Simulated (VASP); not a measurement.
# Fe (Im-3m) in VASP: notebook

Runs on Fe. Level: PBEsol+D3(BJ). Tasks: single point.

Everything below comes from runs of VASP 6.6.1. Logs are shortened: lines on timing, memory, paths and dates and some standing lists are left out, and cuts for length are marked.

### Step 1. The cell of the first run

Symmetry: Im-3m, No. 229, cubic system. Conventional cell: a = 2.905 Å, b = 2.905 Å, c = 2.905 Å, α = 90.00°, β = 90.00°, γ = 90.00°. Fe (site symmetry m-3m) has 14 Fe at 2.52 to 2.91 Å within 3.3 Å.

### Step 2. Single point, PBEsol+D3(BJ), collinear spin, ferromagnetic start

Contents of INCAR:

```
  ALGO = Normal
  EDIFF = 1E-7
  ENCUT = 520
  GGA = PS
  ISIF = 2
  ISMEAR = 1
  ISPIN = 2
  IVDW = 12
  LASPH = T
  LCHARG = T
  LELF = T
  LMAXMIX = 4
  LORBIT = 11
  LREAL = F
  LVHAR = T
  LWAVE = F
  MAGMOM = 3
  NBANDS = 14
  NELM = 150
  PREC = Accurate
  SIGMA = 0.1
```

Contents of KPOINTS:

```
k-points
0
Gamma
  13 13 13
```

Contents of POSCAR:

```
Fe
1.0
   -1.4525565699      1.4525565699      1.4525565699
    1.4525565699     -1.4525565699      1.4525565699
    1.4525565699      1.4525565699     -1.4525565699
Fe
1
Direct
    0.0000000000      0.0000000000      0.0000000000
```

Potentials or basis: VASP PAW PBE potentials, release 64 (Fe).

Command:

```sh
cat potpaw_PBE.64/Fe/POTCAR > POTCAR
mpirun -np 1 vasp_std > vasp.out
```

OUTCAR:

```text
EDIFF = 1E-7
   ENCUT = 520
   GGA = PS
   ISIF = 2
   ISMEAR = 1
   ISPIN = 2
   IVDW = 12
   LASPH = T
   LORBIT = 11
   LREAL = F
   NELM = 150
   PREC = Accurate
 IVDW          = 12

 ion  position               nearest neighbor table
   1  0.000  0.000  0.000-

  LATTYP: Found a body centered cubic cell.
 ALAT       =     2.9051131398

  Lattice vectors:

 A1 = (  -1.4525565699,   1.4525565699,   1.4525565699)
 A2 = (   1.4525565699,  -1.4525565699,   1.4525565699)
 A3 = (   1.4525565699,   1.4525565699,  -1.4525565699)

Analysis of symmetry for initial positions (statically):
=====================================================================
 Subroutine PRICEL returns:
 Original cell was already a primitive cell.

 Routine SETGRP: Setting up the symmetry group for a
 body centered cubic supercell.

 Subroutine GETGRP returns: Found 48 space group operations
 (whereof 48 operations were pure point group operations)
 out of a pool of 48 trial point group operations.

The static configuration has the point symmetry O_h .

Analysis of symmetry for dynamics (positions and initial velocities):
=====================================================================
 Subroutine PRICEL returns:
 Original cell was already a primitive cell.

 Routine SETGRP: Setting up the symmetry group for a
 body centered cubic supercell.

 Subroutine GETGRP returns: Found 48 space group operations
 (whereof 48 operations were pure point group operations)
 out of a pool of 48 trial point group operations.

The dynamic configuration has the point symmetry O_h .

Analysis of structural, dynamic, and magnetic symmetry:
=====================================================================
 Subroutine PRICEL returns:
 Original cell was already a primitive cell.

 Routine SETGRP: Setting up the symmetry group for a
 body centered cubic supercell.

 Subroutine GETGRP returns: Found 48 space group operations
 (whereof 48 operations were pure point group operations)
 out of a pool of 48 trial point group operations.

The overall configuration has the point symmetry O_h .

 Subroutine INISYM returns: Found 48 space group operations
 (whereof 48 operations are pure point group operations),
 and found     1 'primitive' translations

----------------------------------------------------------------------------------------

                                     Primitive cell

  volume of cell :      12.2591

  direct lattice vectors                    reciprocal lattice vectors
    -1.452556570  1.452556570  1.452556570     0.000000000  0.344220673  0.344220673
     1.452556570 -1.452556570  1.452556570     0.344220673  0.000000000  0.344220673
[... 126 lines left out ...]
  ---------------------------------------------------
  free energy    TOTEN  =        -8.81164243 eV

  energy without entropy =       -8.81190143  energy(sigma->0) =       -8.81172876

 E-fermi :   4.8715     XC(G=0): -12.8474

 val. band max:        4.8493909549   @ k =  -0.4615   0.4615   0.3846
 cond. band min:       4.8755145776   @ k =  -0.4615  -0.4615   0.0769
 fundamental gap:      0.0261236227
 Fermi energy:         4.8714979116

 spin component 1

 k-point     1 :       0.0000    0.0000    0.0000
  band No.  band energies     occupation
      1      -3.1562      1.00000
      2       2.7031      1.00000
      3       2.7031      1.00000
      4       2.7031      1.00000
      5       3.8412      1.00000
      6       3.8412      1.00000
      7      29.1086      0.00000
      8      29.1086      0.00000
      9      29.1086      0.00000
     10      33.7437      0.00000
     11      33.7437      0.00000
     12      35.5900      0.00000
     13      35.5901      0.00000
     14      35.5905      0.00000
[... 379 lines left out ...]
      3       2.3301      1.00000
      4       3.7879      1.00000
      5       3.9316      1.00000
      6       4.9014      0.25930
      7      17.5130      0.00000
      8      21.5576      0.00000
      9      23.0464      0.00000
     10      30.6126      0.00000
     11      34.1661      0.00000
     12      36.4849      0.00000
     13      38.2887      0.00000
     14      41.4693      0.00000

 [... further k-points ...]

 spin component 2

 k-point     1 :       0.0000    0.0000    0.0000
  band No.  band energies     occupation
      1      -2.9144      1.00000
      2       4.8174      0.89152
      3       4.8175      0.89121
      4       4.8175      0.89119
      5       6.6020     -0.00000
      6       6.6020     -0.00000
      7      28.9674      0.00000
      8      28.9674      0.00000
      9      28.9674      0.00000
     10      33.9927      0.00000
     11      33.9927      0.00000
     12      36.3573      0.00000
     13      36.3573      0.00000
     14      36.3582      0.00000
[... 379 lines left out ...]
      3       4.0849      1.00000
      4       6.4399     -0.00000
      5       6.7158     -0.00000
      6       7.0753      0.00000
      7      18.3476      0.00000
      8      22.0341      0.00000
      9      23.7951      0.00000
     10      30.7595      0.00000
     11      34.7947      0.00000
     12      36.8096      0.00000
     13      38.6619      0.00000
     14      42.0138      0.00000

 [... further k-points ...]

------------------------ aborting loop because EDIFF is reached ----------------------------------------

 Edisp (eV)   -0.30744

 E8    (eV) :    -0.2061

  FORCE on cell =-STRESS in cart. coord.  units (eV):
  Direction    XX          YY          ZZ          XY          YZ          ZX
  --------------------------------------------------------------------------------------
  -------------------------------------------------------------------------------------
  Total      -1.77336    -1.77336    -1.77336     0.00000     0.00000     0.00000
  in kB    -231.76490  -231.76490  -231.76490     0.00000     0.00000     0.00000
  external pressure =     -231.76 kB  Pullay stress =        0.00 kB

 VOLUME and BASIS-vectors are now :
 -----------------------------------------------------------------------------
  energy-cutoff  :      520.00
  volume of cell :       12.26
      direct lattice vectors                 reciprocal lattice vectors
    -1.452556570  1.452556570  1.452556570     0.000000000  0.344220673  0.344220673
     1.452556570 -1.452556570  1.452556570     0.344220673  0.000000000  0.344220673
     1.452556570  1.452556570 -1.452556570     0.344220673  0.344220673  0.000000000

 POSITION                                       TOTAL-FORCE (eV/Angst)
 -----------------------------------------------------------------------------------
      0.00000      0.00000      0.00000         0.000000     -0.000000     -0.000000
 -----------------------------------------------------------------------------------
    total drift:                                0.000000     -0.000000      0.000000

  FREE ENERGIE OF THE ION-ELECTRON SYSTEM (eV)
  ---------------------------------------------------
  free  energy   TOTEN  =        -9.1190795797 eV

  energy  without entropy=       -9.1193385855  energy(sigma->0) =       -9.11916591

 total charge

# of ion       s       p       d       tot
------------------------------------------
    1        0.459   0.480   6.186   7.124

 magnetization (x)

# of ion       s       p       d       tot
------------------------------------------
    1       -0.014  -0.053   2.425   2.358
```

Wall time 20 s (1 thread of AMD EPYC 9R45 (Zen 5), shared host); peak memory 0.12 GiB.

Results:

```yaml
Free_energy: -9.1191 eV
Pressure: -23.2 GPa
Net_moment: 2.35 μB per cell
Site_moments: Fe +2.36 μB
Valence_electrons_inside_the_program's_atomic_spheres: Fe 7.12
Dispersion_energy_per_atom: -0.307 eV
```

Levels at points of the mesh, in eV from the Fermi level:
Spin up:
| k point | band 1 | band 2 | band 3 | band 4 | band 5 | band 6 | band 7 | band 8 | band 9 | band 10 |
| --- | --- | --- | --- | --- | --- | --- | --- | --- | --- | --- |
| (0.00, 0.00, 0.00) | -8.03 | -2.17 | -2.17 | -2.17 | -1.03 | -1.03 | 24.24 | 24.24 | 24.24 | 28.87 |
Spin down:
```
           k point  band 1  band 2  band 3  band 4  band 5  band 6
(0.00, 0.00, 0.00)   -7.79   -0.05   -0.05   -0.05    1.73    1.73
```

Caveat: the PAW data sets were made with another functional, which shifts forces and pressure a little; pairwise dispersion overbinds metals, which lowers pressure and volume.

### Step 3. Single point, PBEsol+D3(BJ), collinear spin, ferromagnetic start

This run uses another cell than the first one, of 12.50 Å³/atom, 1.020 times its volume.

Contents of INCAR:

```
PREC = Accurate
ENCUT = 520
EDIFF = 1E-6
ISMEAR = 1
SIGMA = 0.1
LREAL = F
LASPH = T
NELM = 150
ALGO = Normal
ISIF = 2
LWAVE = F
LCHARG = F
ISPIN = 2
MAGMOM = 3
LORBIT = 11
LMAXMIX = 4
GGA = PS
IVDW = 12
NBANDS = 14
```

Contents of KPOINTS:

```
regular mesh
0
Gamma
  13 13 13
```

Contents of POSCAR:

```
Fe
1.0
   -1.4619890197      1.4619890197      1.4619890197
    1.4619890197     -1.4619890197      1.4619890197
    1.4619890197      1.4619890197     -1.4619890197
Fe
1
Direct
    0.0000000000      0.0000000000      0.0000000000
```

Potentials or basis: VASP PAW PBE potentials, release 64 (Fe).

Command:

```sh
cat potpaw_PBE.64/Fe/POTCAR > POTCAR
mpirun -np 1 vasp_std > vasp.out
```

Run time: 17 s. Hardware: 1 thread of AMD EPYC 9R45 (Zen 5), shared host; peak memory 0.12 GiB.

The run converged. Its results:

```yaml
Free_energy: -9.0832 eV
Pressure: -24.2 GPa
Net_moment: 2.43 μB per cell
Site_moments: Fe +2.43 μB
Valence_electrons_inside_the_program's_atomic_spheres: Fe 7.09
Dispersion_energy_per_atom: -0.301 eV
```

Levels at points of the mesh, in eV from the Fermi level:
Spin up:
| k point | band 2 | band 3 | band 4 | band 5 | band 6 | band 7 | band 8 | band 9 |
| --- | --- | --- | --- | --- | --- | --- | --- | --- |
| (0.00, 0.00, 0.00) | -2.15 | -2.15 | -2.15 | -1.04 | -1.04 | 24.04 | 24.04 | 24.04 |
Spin down:
```csv
k point,band 1,band 2,band 3,band 4,band 5,band 6,band 7,band 8
"(0.00, 0.00, 0.00)",-7.67,0.04,0.04,0.04,1.77,1.77,23.90,23.90
```

Caveat: the PAW data sets were made with another functional, which shifts forces and pressure a little; pairwise dispersion overbinds metals, which lowers pressure and volume.

### Step 4. Single point, PBEsol+D3(BJ), collinear spin, ferromagnetic start

This run uses another cell than the first one, of 12.74 Å³/atom, 1.039 times its volume.

Contents of INCAR:

```
ALGO = Normal
EDIFF = 1E-6
ENCUT = 520
GGA = PS
ISIF = 2
ISMEAR = 1
ISPIN = 2
IVDW = 12
LASPH = True
LCHARG = False
LMAXMIX = 4
LORBIT = 11
LREAL = False
LWAVE = False
MAGMOM = 3
NBANDS = 14
NELM = 150
PREC = Accurate
SIGMA = 0.1
```

Contents of KPOINTS:

```
k-points
0
Gamma
  13 13 13
```

Contents of POSCAR:

```
Fe
1.0
   -1.4713013028      1.4713013028      1.4713013028
    1.4713013028     -1.4713013028      1.4713013028
    1.4713013028      1.4713013028     -1.4713013028
Fe
1
Direct
    0.0000000000      0.0000000000      0.0000000000
```

Command:

```sh
cat potpaw_PBE.64/Fe/POTCAR > POTCAR
mpirun -np 1 vasp_std > vasp.out
```

Wall time 16 s (1 thread of AMD EPYC 9R45 (Zen 5), shared host); peak memory 0.12 GiB.

It converged, with:

```yaml
Free_energy: -9.0474 eV
Pressure: -23.8 GPa
Net_moment: 2.56 μB per cell
Site_moments: Fe +2.56 μB
Valence_electrons_inside_the_program's_atomic_spheres: Fe 7.06
Dispersion_energy_per_atom: -0.296 eV
```

Levels at points of the mesh, in eV from the Fermi level:
Spin up:
```tsv
k point	band 1	band 2	band 3	band 4	band 5	band 6	band 7	band 8	band 9	band 10
(0.00, 0.00, 0.00)	-7.87	-2.20	-2.20	-2.20	-1.09	-1.09	23.80	23.80	23.80	28.23
```
Spin down:
| k point | band 1 | band 2 | band 3 | band 4 | band 5 | band 6 | band 7 | band 8 |
| --- | --- | --- | --- | --- | --- | --- | --- | --- |
| (0.00, 0.00, 0.00) | -7.60 | 0.14 | 0.14 | 0.14 | 1.80 | 1.80 | 23.66 | 23.66 |

Caveat: the PAW data sets were made with another functional, which shifts forces and pressure a little; pairwise dispersion overbinds metals, which lowers pressure and volume.

### Step 5. Summary

| cell | gap on the mesh (eV) | pressure (GPa) | moment (μB) |
| --- | --- | --- | --- |
| a = 2.516 Å, angles 109.5°, 1 atom | none | -23.2 | 2.35 |
| a = 2.532 Å, angles 109.5°, 1 atom | none | -24.2 | 2.43 |
| a = 2.548 Å, angles 109.5°, 1 atom | none | -23.8 | 2.56 |

Alike in all rows: task single point; level PBEsol+D3(BJ); potentials or basis VASP PAW PBE potentials, release 64 (Fe); spin collinear, ferromagnetic start; k mesh 13 × 13 × 13; cutoff (eV) 520; smearing methfessel-paxton 0.1 eV.

Caveats: the PAW data sets were made with another functional, which shifts forces and pressure a little; pairwise dispersion overbinds metals, which lowers pressure and volume.

Absolute energies hang on the potentials; compare differences alone.
